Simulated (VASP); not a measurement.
A run of VASP 6.6.1 is set up as follows.

The input POSCAR:

```
HfB2
1.0
    3.1433302019      0.0000000000      0.0000000000
   -1.5716651009      2.7222038073      0.0000000000
    0.0000000000      0.0000000000      3.4726475493
Hf B
1 2
Direct
    0.0000000000      0.0000000000      0.0000000000
    0.3333333333      0.6666666667      0.5000000000
    0.6666666667      0.3333333333      0.5000000000
```

Contents of INCAR.step1:

```
ALGO = Normal ; EDIFF = 1E-5
ENCUT = 520 ; GGA = PE
ISIF = 2 ; ISMEAR = 0
LASPH = True ; LREAL = False
LWAVE = True ; NBANDS = 15
NELM = 60 ; PREC = Accurate
SIGMA = 0.05
```

File INCAR.step2:

```
AEXX = 0.3 ; ALGO = Normal
EDIFF = 1E-6 ; ENCUT = 520
GGA = PE ; ISIF = 2
ISMEAR = 0 ; ISTART = 1
LASPH = True ; LCHARG = True
LELF = True ; LHFCALC = True
LREAL = False ; LVHAR = True
LWAVE = False ; NBANDS = 15
NELM = 60 ; PREC = Accurate
PRECFOCK = Normal ; SIGMA = 0.05
```

File KPOINTS:

```
k-points
0
Gamma
  6 6 6
```

Potentials or basis: VASP PAW PBE potentials, release 64 (Hf_pv, B).

Launch:

```sh
$ cat potpaw_PBE.64/Hf_pv/POTCAR potpaw_PBE.64/B/POTCAR > POTCAR
$ cp INCAR.step1 INCAR
$ mpirun -np 1 vasp_std > vasp.out
$ cp INCAR.step2 INCAR
$ mpirun -np 1 vasp_std > vasp.out
```

Q: What does it give for the band gap on the k mesh?

A: Zero (bands 8 and 9 overlap by 1.70 eV).

Q: What does it give for the pressure?

A: -4.1 GPa.

Stress tensor (GPa, compression positive):
```
-3.40  0.00  0.00
 0.00 -3.40  0.00
 0.00  0.00 -5.60
```

Caveat: the k points lie up to 0.38 Å⁻¹ apart, too coarse for converged energies and pressures of a metal; the PAW data sets were made with another functional, which shifts forces and pressure a little; spin-orbit coupling is left out, which moves the levels of the heavy elements.
